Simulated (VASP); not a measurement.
The system is Be.

```xyz
4
Lattice="2.1065 -1.3922 0.0000 2.1065 1.3922 0.0000 0.0000 0.0000 5.6793" Properties=species:S:1:pos:R:3 pbc="T T T"
Be    2.1065   -0.9746    0.6645
Be    2.1065   -0.4177    3.5041
Be    2.1065    0.9746    5.0148
Be    2.1065    0.4177    2.1752
```

```yaml
Program: VASP 6.6.1
Task: relaxation of cell and atoms
Functional: PBEsol
Potentials_or_basis: VASP PAW PBE potentials, release 64 (Be)
Cutoff: 600 eV
k_mesh: 8 × 8 × 4
Occupations: gaussian, width 0.1 eV
Spin: no spin polarisation
```

At the start: pressure 22.3 GPa; volume 8.33 Å³/atom.

Task: Where does the relaxation end?

Result: Over 23 steps the energy falls by 1196.4 meV/atom and the volume is 7.87 Å³/atom (-5.5 %); space group Fm-3m (No. 225, to 0.05 Å).

The path:
| step | energy change (eV) | largest force (eV/Å) | pressure (GPa) | volume (Å³) |
| --- | --- | --- | --- | --- |
| 1 | 0.0000 | 6.7855 | 22.28 | 33.31 |
| 2 | -2.7196 | 2.6569 | -6.19 | 38.57 |
| 3 | -2.9679 | 1.8978 | -4.49 | 36.54 |
| 4 | -4.1286 | 0.8156 | -10.63 | 35.65 |
| 5 | -4.4581 | 0.3583 | -10.34 | 34.94 |
| 6 | -4.4879 | 0.2704 | -10.00 | 34.69 |
| 7 | -4.4910 | 0.2526 | -9.89 | 34.62 |
| 8 | -4.6236 | 0.1821 | -1.44 | 31.74 |
| 9 | -4.6293 | 0.1662 | 0.99 | 31.09 |
| 10 | -4.6464 | 0.1075 | 0.90 | 31.17 |
| 11 | -4.6548 | 0.0113 | 0.51 | 31.28 |
| 12 | -4.6674 | 0.0523 | -0.03 | 31.44 |
| 13 | -4.6903 | 0.2272 | -1.91 | 31.86 |
| 14 | -4.6517 | 0.5311 | -3.40 | 32.56 |
| 15 | -4.6952 | 0.3191 | -2.29 | 32.06 |
| 16 | -4.7112 | 0.3226 | -2.20 | 32.02 |
| 17 | -4.7394 | 0.3343 | -1.54 | 31.88 |
| 18 | -4.7399 | 0.3342 | -1.38 | 31.85 |
| 19 | -4.7531 | 0.2904 | -0.95 | 31.72 |
| 20 | -4.7752 | 0.1676 | 0.52 | 31.30 |
| 21 | -4.7766 | 0.1315 | 1.04 | 31.16 |
| 22 | -4.7821 | 0.0839 | 0.53 | 31.28 |
| 23 | -4.7857 | 0.0012 | -0.28 | 31.48 |

Final structure:
```
CELL_PARAMETERS angstrom
1.56843 -1.57094 0.00000
1.56843 1.57094 0.00000
0.00000 0.00000 6.38812
ATOMIC_POSITIONS crystal
Be 0.75002 0.24998 0.12501
Be 0.74998 0.25002 0.62501
Be 0.24998 0.75002 0.87499
Be 0.25002 0.74998 0.37499
```

Caveat: the PAW data sets were made with another functional, which shifts forces and pressure a little.
